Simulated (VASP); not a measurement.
# KBr (P6_3/mmc) in VASP: further runs

KBr is run at these levels: PBE, r2SCAN; tasks: single point.

All numbers are computed with VASP 6.6.1; they aren't measurements. Logs are shortened: lines on timing, memory, paths and dates and some standing lists are left out, and cuts for length are marked.

## Step 1: The cell of the first run

The structure is hexagonal, space group P6_3/mmc (No. 194). The conventional cell has a = 5.728 Å, b = 5.728 Å, c = 6.717 Å, α = 90.00°, β = 90.00°, γ = 120.00°. Within 4.3 Å of K (site symmetry -6m2) lie 5 Br at 3.31 to 3.36 Å. Br (site symmetry -6m2) has 5 K at 3.31 to 3.36 Å within 4.3 Å.

## Step 2: Single point, PBE (volume changed by +3%)

Input file INCAR:

```
SYSTEM = KBr
ALGO = Normal
EDIFF = 1E-6
ENCUT = 520
GGA = PE
ISIF = 2
ISMEAR = 0
LASPH = .TRUE.
LCHARG = .FALSE.
LREAL = .FALSE.
LWAVE = .FALSE.
NBANDS = 24
NELM = 60
PREC = Accurate
SIGMA = 0.01
```

Input file KPOINTS:

```
k-points
0
G
  6 6 4
  0 0 0
```

Input file POSCAR:

```
KBr
1.0
    5.7278066927      0.0000000000      0.0000000000
   -2.8639033463      4.9604261039      0.0000000000
    0.0000000000      0.0000000000      6.7172947462
K Br
2 2
Direct
    0.3333333333      0.6666666667      0.2500000000
    0.6666666667      0.3333333333      0.7500000000
    0.6666666667      0.3333333333      0.2500000000
    0.3333333333      0.6666666667      0.7500000000
```

Potentials or basis: VASP PAW PBE potentials, release 64 (K_sv, Br).

Launch:

```sh
$ cat potpaw_PBE.64/K_sv/POTCAR potpaw_PBE.64/Br/POTCAR > POTCAR
$ mpirun -np 1 vasp_std > vasp.out
```

OUTCAR:

```text
SYSTEM = KBr
   EDIFF = 1E-6
   ENCUT = 520
   GGA = PE
   ISIF = 2
   ISMEAR = 0
   LASPH = .TRUE.
   LREAL = .FALSE.
   NELM = 60
   PREC = Accurate

 ion  position               nearest neighbor table
   1  0.333  0.667  0.250-
   2  0.667  0.333  0.750-
   3  0.667  0.333  0.250-
   4  0.333  0.667  0.750-

  LATTYP: Found a hexagonal cell.
 ALAT       =     5.7278066927
 C/A-ratio  =     1.1727516494

  Lattice vectors:

 A1 = (   5.7278066927,   0.0000000000,   0.0000000000)
 A2 = (  -2.8639033463,   4.9604261039,   0.0000000000)
 A3 = (   0.0000000000,   0.0000000000,   6.7172947462)

Analysis of symmetry for initial positions (statically):
=====================================================================
 Subroutine PRICEL returns:
 Original cell was already a primitive cell.

 Routine SETGRP: Setting up the symmetry group for a
 hexagonal supercell.

 Subroutine GETGRP returns: Found 24 space group operations
 (whereof 12 operations were pure point group operations)
 out of a pool of 24 trial point group operations.

The static configuration has the point symmetry D_3d.
 The point group associated with its full space group is D_6h.

Analysis of symmetry for dynamics (positions and initial velocities):
=====================================================================
 Subroutine PRICEL returns:
 Original cell was already a primitive cell.

 Routine SETGRP: Setting up the symmetry group for a
 hexagonal supercell.

 Subroutine GETGRP returns: Found 24 space group operations
 (whereof 12 operations were pure point group operations)
 out of a pool of 24 trial point group operations.

The dynamic configuration has the point symmetry D_3d.
 The point group associated with its full space group is D_6h.

 Subroutine INISYM returns: Found 24 space group operations
 (whereof 12 operations are pure point group operations),
 and found     1 'primitive' translations

----------------------------------------------------------------------------------------

                                     Primitive cell

  volume of cell :     190.8542

  direct lattice vectors                    reciprocal lattice vectors
     5.727806693  0.000000000  0.000000000     0.174586898  0.100797792  0.000000000
    -2.863903346  4.960426104  0.000000000     0.000000000  0.201595585  0.000000000
     0.000000000  0.000000000  6.717294746     0.000000000  0.000000000  0.148869454

  length of vectors
     5.727806693  5.727806693  6.717294746     0.201595585  0.201595585  0.148869454

  position of ions in fractional coordinates (direct lattice)
     0.333333333  0.666666667  0.250000000
     0.666666667  0.333333333  0.750000000
     0.666666667  0.333333333  0.250000000
     0.333333333  0.666666667  0.750000000

  ion indices of the primitive-cell ions
   primitive index   ion index
                 1           1
                 2           2
                 3           3
                 4           4

----------------------------------------------------------------------------------------

 KPOINTS: k-points

Automatic generation of k-mesh.
 Grid dimensions read from file:
 generate k-points for:    6    6    4

 Generating k-lattice:

  Cartesian coordinates                     Fractional coordinates (reciprocal lattice)
     0.029097816  0.016799632  0.000000000     0.166666667 -0.000000000  0.000000000
     0.000000000  0.033599264  0.000000000     0.000000000  0.166666667  0.000000000
     0.000000000  0.000000000  0.037217363     0.000000000  0.000000000  0.250000000

  Length of vectors
     0.033599264  0.033599264  0.037217363

  Shift w.r.t. Gamma in fractional coordinates (k-lattice)
     0.000000000  0.000000000  0.000000000

 Subroutine IBZKPT returns following result:
 ===========================================

 Found     21 irreducible k-points:

 Following reciprocal coordinates:
            Coordinates               Weight
  0.000000  0.000000  0.000000      1.000000
  0.166667  0.000000  0.000000      6.000000
  0.333333 -0.000000  0.000000      6.000000
  0.500000 -0.000000  0.000000      3.000000
  0.166667  0.166667  0.000000      6.000000
  0.333333  0.166667  0.000000     12.000000
[... 13 lines left out ...]
  0.333333  0.166667  0.500000     12.000000
  0.333333  0.333333  0.500000      2.000000
   k-points           NKPTS =     21   k-points in BZ     NKDIM =     21   number of bands    NBANDS=     24
   number of dos      NEDOS =    301   number of ions     NIONS =      4
   total plane-waves  NPLWV = 115200
   dimension x,y,z NGX =    48 NGY =   48 NGZ =   50
   dimension x,y,z NGXF=    96 NGYF=   96 NGZF=  100
   ions per type =               2   2
   NGX,Y,Z   is equivalent  to a cutoff of  13.93, 13.93, 12.37 a.u.
   NGXF,Y,Z  is equivalent  to a cutoff of  27.86, 27.86, 24.75 a.u.
 SYSTEM =  KBr
   PREC   = accura    normal or accurate (medium, high low for compatibility)
   ISTART =      0    job   : 0-new  1-cont  2-samecut
   ICHARG =      2    charge: 1-file 2-atom 10-const
   ISPIN  =      1    spin polarized calculation?
   LNONCOLLINEAR =      F non collinear calculations
   LSORBIT =      F    spin-orbit coupling
   LASPH  =      T    aspherical Exc in radial PAW
   ENCUT  =  520.0 eV  38.22 Ry    6.18 a.u.  10.65 10.65 12.49*2*pi/ulx,y,z
   NELM   =     60;   NELMIN=  2; NELMDL= -5     # of ELM steps
   EDIFF  = 0.1E-05   stopping-criterion for ELM
   LREAL  =      F    real-space projection
   EDIFFG = 0.1E-04   stopping-criterion for IOM
   NSW    =      0    number of steps for IOM
   IBRION =     -1    ionic relax: 0-MD 1-quasi-New 2-CG
   NFREE  =      0    steps in history (QN), initial steepest desc. (CG)
   ISIF   =      2    stress and relaxation
   ISYM   =      2    0-nonsym 1-usesym 2-fastsym
   POTIM  = 0.5000    time-step for ionic-motion
   TEBEG  =    0.0;   TEEND  =   0.0 temperature during run
   PSTRESS=    0.0 pullay stress
   NELECT =      32.0000    total number of electrons
   NUPDOWN=      -1.0000    fix difference up-down
   EMIN   =  10.00;   EMAX   =-10.00  energy-range for DOS
   EFERMI =   0.00;   METHOD = LEGACY
   ISMEAR =     0;   SIGMA  =   0.01  broadening in eV -4-tet -1-fermi 0-gaus
   EFERMI_NEDOS =   21; number of points for ismear=-14 and -15
   IALGO  =     38    algorithm
   IMIX   =      4    mixing-type and parameters
     AMIX     =   0.40;   BMIX     =  1.00
     AMIX_MAG =   1.60;   BMIX_MAG =  1.00
  volume/ion in A,a.u.               =      47.71       321.99
  Fermi-wavevector in a.u.,A,eV,Ry     =   0.902729  1.705911 11.087664  0.814920
  Thomas-Fermi vector in A             =   2.025968
   LORBIT       =      0    0 simple, 1 ext, 2 COOP (PROOUT), +10 PAW based schemes
   GGA     = PE    functional components
   LHFCALC =     F    Hartree Fock is set to
   AEXX    =    0.0000 exact exchange contribution
   IVDW    =     0    specifies the selected vdW correction
   LEPSILON=     F    determine dielectric tensor
   LRPA    =     F    only Hartree local field effects (RPA)
 non-spin polarized calculation
 Gauss-broadening in eV      SIGMA  =   0.01
  energy-cutoff  :      520.00
  volume of cell :      190.85
 maximum number of plane-waves:      5185
 NGX is ok and might be reduce to    48
   NGX = 21   NGY = 21   NGZ = 25

 number of electron      32.0000002 magnetization

 Free energy of the ion-electron system (eV)
  ---------------------------------------------------
  ext. energy  EPLUGINS =         0.00000000
  ---------------------------------------------------
  free energy    TOTEN  =       -12.27936263 eV

  energy without entropy =      -12.27936263  energy(sigma->0) =      -12.27936263

 E-fermi :  -2.6404     XC(G=0):  -6.1373

 val. band max:       -2.7269564313   @ k =   0.0000   0.0000   0.0000
 cond. band min:       1.3644704473   @ k =   0.0000   0.0000   0.0000
 fundamental gap:      4.0914268786
 Fermi energy:        -2.6403736985

 k-point     1 :       0.0000    0.0000    0.0000
  band No.  band energies     occupation
      1     -30.7843      2.00000
      2     -30.7799      2.00000
      3     -14.8848      2.00000
      4     -14.8157      2.00000
      5     -14.3066      2.00000
      6     -14.2962      2.00000
[... 16 lines left out ...]
     23       5.3863      0.00000
     24       5.8910      0.00000

 k-point     2 :       0.1667    0.0000    0.0000
  band No.  band energies     occupation
      1     -30.7840      2.00000
      2     -30.7801      2.00000
      3     -14.9188      2.00000
      4     -14.8637      2.00000
      5     -14.3029      2.00000
      6     -14.2980      2.00000
[... 16 lines left out ...]
     23       5.5379      0.00000
     24       5.6726      0.00000

 k-point     3 :       0.3333   -0.0000    0.0000
  band No.  band energies     occupation
      1     -30.7832      2.00000
      2     -30.7806      2.00000
      3     -14.9744      2.00000
      4     -14.9435      2.00000
      5     -14.3016      2.00000
      6     -14.2934      2.00000
[... 16 lines left out ...]
     23       5.5517      0.00000
     24       5.7657      0.00000

 k-point     4 :       0.5000   -0.0000    0.0000
  band No.  band energies     occupation
      1     -30.7826      2.00000
      2     -30.7811      2.00000
      3     -14.9959      2.00000
      4     -14.9804      2.00000
      5     -14.3033      2.00000
      6     -14.2860      2.00000
[... 16 lines left out ...]
     23       5.6068      0.00000
     24       6.0108      0.00000

 k-point     5 :       0.1667    0.1667    0.0000
  band No.  band energies     occupation
      1     -30.7834      2.00000
      2     -30.7804      2.00000
      3     -14.9619      2.00000
      4     -14.9246      2.00000
      5     -14.3017      2.00000
      6     -14.2962      2.00000
[... 370 lines left out ...]
 k-point    19 :       0.1667    0.1667    0.5000
  band No.  band energies     occupation
      1     -30.7819      2.00000
      2     -30.7819      2.00000
      3     -15.0337      2.00000
      4     -15.0337      2.00000
      5     -14.2875      2.00000
      6     -14.2875      2.00000
[... 16 lines left out ...]
     23       5.8691      0.00000
     24       5.8691      0.00000

 k-point    20 :       0.3333    0.1667    0.5000
  band No.  band energies     occupation
      1     -30.7818      2.00000
      2     -30.7818      2.00000
      3     -15.0704      2.00000
      4     -15.0704      2.00000
      5     -14.2898      2.00000
      6     -14.2898      2.00000
[... 16 lines left out ...]
     23       5.6481      0.00000
     24       5.6481      0.00000

 k-point    21 :       0.3333    0.3333    0.5000
  band No.  band energies     occupation
      1     -30.7817      2.00000
      2     -30.7817      2.00000
      3     -15.0817      2.00000
      4     -15.0817      2.00000
      5     -14.2919      2.00000
      6     -14.2919      2.00000
[... 16 lines left out ...]
     23       5.5707      0.00000
     24       5.5707      0.00000

------------------------ aborting loop because EDIFF is reached ----------------------------------------

  FORCE on cell =-STRESS in cart. coord.  units (eV):
  Direction    XX          YY          ZZ          XY          YZ          ZX
  --------------------------------------------------------------------------------------
  -------------------------------------------------------------------------------------
  Total       -0.2914365     -0.2914365     -0.4030148     -0.0000000      0.0000000      0.0000000
  in kB       -2.4465427     -2.4465427     -3.3832167     -0.0000000      0.0000000      0.0000000
  external PRESSURE =      -2.7587674 kB  Pullay stress =       0.0000000 kB

 VOLUME and BASIS-vectors are now :
 -----------------------------------------------------------------------------
  energy-cutoff  :      520.00
  volume of cell :      190.85
      direct lattice vectors                 reciprocal lattice vectors
     5.727806693  0.000000000  0.000000000     0.174586898  0.100797792  0.000000000
    -2.863903346  4.960426104  0.000000000     0.000000000  0.201595585  0.000000000
     0.000000000  0.000000000  6.717294746     0.000000000  0.000000000  0.148869454

 POSITION                                       TOTAL-FORCE (eV/Angst)
 -----------------------------------------------------------------------------------
     -0.00000      3.30695      1.67932         0.000000      0.000000      0.000000
      2.86390      1.65348      5.03797        -0.000000     -0.000000      0.000000
      2.86390      1.65348      1.67932        -0.000000      0.000000      0.000000
     -0.00000      3.30695      5.03797         0.000000     -0.000000      0.000000
 -----------------------------------------------------------------------------------
    total drift:                               -0.000000      0.000000     -0.000000

  FREE ENERGIE OF THE ION-ELECTRON SYSTEM (eV)
  ---------------------------------------------------
  free  energy   TOTEN  =       -12.2793626314 eV

  energy  without entropy=      -12.2793626314  energy(sigma->0) =      -12.27936263
```

Run time: 48 s. Hardware: 1 thread of Intel Xeon 6975P-C (Granite Rapids), shared host; peak memory 0.34 GiB.

What came out:

| Item | Value |
| --- | --- |
| Free energy | -12.2794 eV |
| Pressure | -0.3 GPa |
| Band gap on the k mesh | 4.09 eV, direct |

Stress tensor (GPa, compression positive):
```
-0.24  0.00  0.00
 0.00 -0.24  0.00
 0.00  0.00 -0.34
```

## Step 3: Single point, PBE (volume changed by +6%)

Edit INCAR of step 2 so:

```diff
@@ -12,3 +12,3 @@
 NBANDS = 24
-NELM = 60
+NELM = 100
 PREC = Accurate
```

KPOINTS is that of step 2.

Input file POSCAR:

```
KBr
1.0
    5.7828851359      0.0000000000      0.0000000000
   -2.8914425679      5.0081254349      0.0000000000
    0.0000000000      0.0000000000      6.7818880812
K Br
2 2
Direct
    0.3333333333      0.6666666667      0.2500000000
    0.6666666667      0.3333333333      0.7500000000
    0.6666666667      0.3333333333      0.2500000000
    0.3333333333      0.6666666667      0.7500000000
```

Potentials or basis: VASP PAW PBE potentials, release 64 (K_sv, Br).

Launch:

```sh
$ cat potpaw_PBE.64/K_sv/POTCAR potpaw_PBE.64/Br/POTCAR > POTCAR
$ mpirun -np 1 vasp_std > vasp.out
```

OUTCAR:

```text
SYSTEM = KBr
   EDIFF = 1E-6
   ENCUT = 520
   GGA = PE
   ISIF = 2
   ISMEAR = 0
   LASPH = .TRUE.
   LREAL = .FALSE.
   NELM = 100
   PREC = Accurate

 ion  position               nearest neighbor table
   1  0.333  0.667  0.250-
   2  0.667  0.333  0.750-
   3  0.667  0.333  0.250-
   4  0.333  0.667  0.750-

  LATTYP: Found a hexagonal cell.
 ALAT       =     5.7828851359
[... 760 lines left out ...]

  FORCE on cell =-STRESS in cart. coord.  units (eV):
  Direction    XX          YY          ZZ          XY          YZ          ZX
  --------------------------------------------------------------------------------------
  -------------------------------------------------------------------------------------
  Total       -0.5911597     -0.5911597     -0.7515272     -0.0000000      0.0000000     -0.0000000
  in kB       -4.8221979     -4.8221979     -6.1303450     -0.0000000      0.0000000     -0.0000000
  external PRESSURE =      -5.2582470 kB  Pullay stress =       0.0000000 kB

 VOLUME and BASIS-vectors are now :
 -----------------------------------------------------------------------------
  energy-cutoff  :      520.00
  volume of cell :      196.41
      direct lattice vectors                 reciprocal lattice vectors
     5.782885136  0.000000000  0.000000000     0.172924064  0.099837755  0.000000000
    -2.891442568  5.008125435  0.000000000     0.000000000  0.199675510  0.000000000
     0.000000000  0.000000000  6.781888081     0.000000000  0.000000000  0.147451563

 POSITION                                       TOTAL-FORCE (eV/Angst)
 -----------------------------------------------------------------------------------
     -0.00000      3.33875      1.69547        -0.000000      0.000000      0.000000
      2.89144      1.66938      5.08642         0.000000      0.000000      0.000000
      2.89144      1.66938      1.69547         0.000000     -0.000000     -0.000000
     -0.00000      3.33875      5.08642        -0.000000      0.000000     -0.000000
 -----------------------------------------------------------------------------------
    total drift:                                0.000000      0.000000     -0.000000

  FREE ENERGIE OF THE ION-ELECTRON SYSTEM (eV)
  ---------------------------------------------------
  free  energy   TOTEN  =       -12.2658053242 eV

  energy  without entropy=      -12.2658053242  energy(sigma->0) =      -12.26580532
```

OSZICAR:

```text
N       E                     dE             d eps       ncg     rms          rms(c)
DAV:   1     0.232228951545E+03    0.23223E+03   -0.13159E+04  1008   0.109E+03
DAV:   2     0.109834302160E+02   -0.22125E+03   -0.20971E+03  1200   0.282E+02
DAV:   3    -0.122258192171E+02   -0.23209E+02   -0.23113E+02  1664   0.771E+01
DAV:   4    -0.128206230162E+02   -0.59480E+00   -0.59369E+00  1432   0.133E+01
DAV:   5    -0.128537865005E+02   -0.33163E-01   -0.33162E-01  1528   0.203E+00    0.391E+00
DAV:   6    -0.122967064732E+02    0.55708E+00   -0.79452E-01  1240   0.314E+00    0.271E+00
DAV:   7    -0.122227150793E+02    0.73991E-01   -0.42299E-01  1288   0.248E+00    0.143E+00
DAV:   8    -0.122579005004E+02   -0.35185E-01   -0.64224E-02  1320   0.128E+00    0.333E-01
DAV:   9    -0.122595334775E+02   -0.16330E-02   -0.22714E-03  1328   0.217E-01    0.201E-01
DAV:  10    -0.122656480438E+02   -0.61146E-02   -0.51214E-03  1032   0.315E-01    0.700E-02
DAV:  11    -0.122657258814E+02   -0.77838E-04   -0.11205E-04  1616   0.500E-02    0.269E-02
DAV:  12    -0.122658052396E+02   -0.79358E-04   -0.12043E-04  1088   0.643E-02    0.217E-02
DAV:  13    -0.122658038248E+02    0.14148E-05   -0.11184E-05  1344   0.184E-02    0.443E-03
DAV:  14    -0.122658048782E+02   -0.10533E-05   -0.16592E-06  1032   0.618E-03    0.157E-03
DAV:  15    -0.122658053242E+02   -0.44603E-06   -0.19260E-07   864   0.323E-03
   1 F= -.12265805E+02 E0= -.12265805E+02  d E =-.105212E-15
```

It took 49 s on 1 thread of Intel Xeon 6975P-C (Granite Rapids), shared host; peak memory 0.34 GiB.

What came out:

```
Free energy            : -12.2658 eV
Pressure               : -0.5 GPa
Band gap on the k mesh : 4.05 eV, direct
```

Levels at points of the mesh, in eV from the valence-band top:
| k point | band 13 | band 14 | band 15 | band 16 | band 17 | band 18 | band 19 | band 20 |
| --- | --- | --- | --- | --- | --- | --- | --- | --- |
| (0.00, 0.00, 0.00) | -0.40 | -0.22 | -0.22 | 0.00 | 4.05 | 6.78 | 7.40 | 7.40 |
| (0.50, 0.00, 0.00) | -0.41 | -0.39 | -0.22 | -0.12 | 5.93 | 6.08 | 6.65 | 6.85 |
| (0.00, 0.00, 0.50) | -0.33 | -0.33 | -0.33 | -0.33 | 5.26 | 5.26 | 8.22 | 8.22 |
| (0.50, 0.00, 0.50) | -0.29 | -0.29 | -0.22 | -0.22 | 6.16 | 6.16 | 7.47 | 7.47 |

(Part 1 of 2 ends here.)
